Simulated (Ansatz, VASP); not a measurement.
**One calculation of K5Au, two programs**

Contents of INCAR:

```
SYSTEM = K5Au
PREC     = Accurate       ! precision mode
ENCUT    = 520            ! plane-wave cutoff, eV
EDIFF    = 1E-6           ! SCF threshold, eV
ISMEAR   = 0              ! smearing method
SIGMA    = 0.1            ! smearing width, eV
LREAL    = .False.        ! projectors in reciprocal space
LASPH    = .True.         ! aspherical terms in the spheres
NELM     = 60             ! most SCF steps
ALGO     = Normal         ! electronic algorithm
ISIF     = 2              ! what is computed and relaxed
LWAVE    = .False.        ! write WAVECAR
LCHARG   = .True.         ! write CHGCAR
GGA      = PE             ! functional
LELF     = .True.         ! ELF
LVHAR    = .True.       
NBANDS   = 37             ! bands
```

The input KPOINTS:

```
Automatic mesh
0
Gamma
  3 3 4
  0 0 0
```

The input POSCAR:

```
K5Au
1.0
    6.8840182300      0.0000000000      0.0000000000
   -3.4420091100      5.9617346700      0.0000000000
    0.0000000000      0.0000000000      5.4242331300
K Au
5 1
Direct
    0.3333333300      0.6666666700      0.0000000000
    0.6666666700      0.3333333300      0.0000000000
    0.5354683900      0.0709367800      0.5000000000
    0.5354683900      0.4645316100      0.5000000000
    0.9290632200      0.4645316100      0.5000000000
    0.0000000000      0.0000000000      0.0000000000
```

Input for Ansatz:

```yaml
crystal:
  lattice:
    - [6.88401823, 0.0, 0.0]
    - [-3.44200911, 5.96173467, 0.0]
    - [0.0, 0.0, 5.42423313]
  atoms:
    - { symbol: K, position: [0.33333333, 0.66666667, 0.0] }
    - { symbol: K, position: [0.66666667, 0.33333333, 0.0] }
    - { symbol: K, position: [0.53546839, 0.07093678, 0.5] }
    - { symbol: K, position: [0.53546839, 0.46453161, 0.5] }
    - { symbol: K, position: [0.92906322, 0.46453161, 0.5] }
    - { symbol: Au, position: [0.0, 0.0, 0.0] }
basis:
  ecutwfc: 420
kpoints:
  mp_grid: { grid: [3, 3, 4] }
hamiltonian:
  xc: pbe
scf:
  occupations: { method: gaussian, width: 0.1 }
  lower_state_search: "off"
output:
  forces: true
  stress: true
  eigenvalues: true
```

Alike in both runs: task single point; functional PBE; k mesh 3 × 3 × 4; occupations gaussian, width 0.1 eV; no spin polarisation.

|  | VASP | Ansatz |
| --- | --- | --- |
| version | VASP 6.6.1 | Ansatz 0.2.0 |
| potentials or method | VASP PAW PBE potentials, release 64 (K_sv, Au), cutoff 520 eV | scalar-relativistic, plane waves, PAW |
| valence electrons in the cell | 56 | 64 |

```tsv
	VASP	Ansatz	Ansatz less VASP
gap on the k mesh at the Fermi level (eV)	none	none	-
pressure (GPa)	6.1	6.1	-0.08
traceless stress, the component that is largest in VASP (GPa)	3.52	3.56	+0.037
rms of the force components (eV/Å)	1.213	1.188	-0.0245
```

Atom by atom the forces differ by 0.025 eV/Å (rms over components). A gap of «none» marks a metal or a gap that the smearing closes. The functional is the same, so the differences come from potentials, cutoffs and numerics. VASP's potentials hold 56 valence electrons a cell and Ansatz's 64, so a difference there can come from the potentials and not from the codes.

Spin-orbit coupling is off throughout.
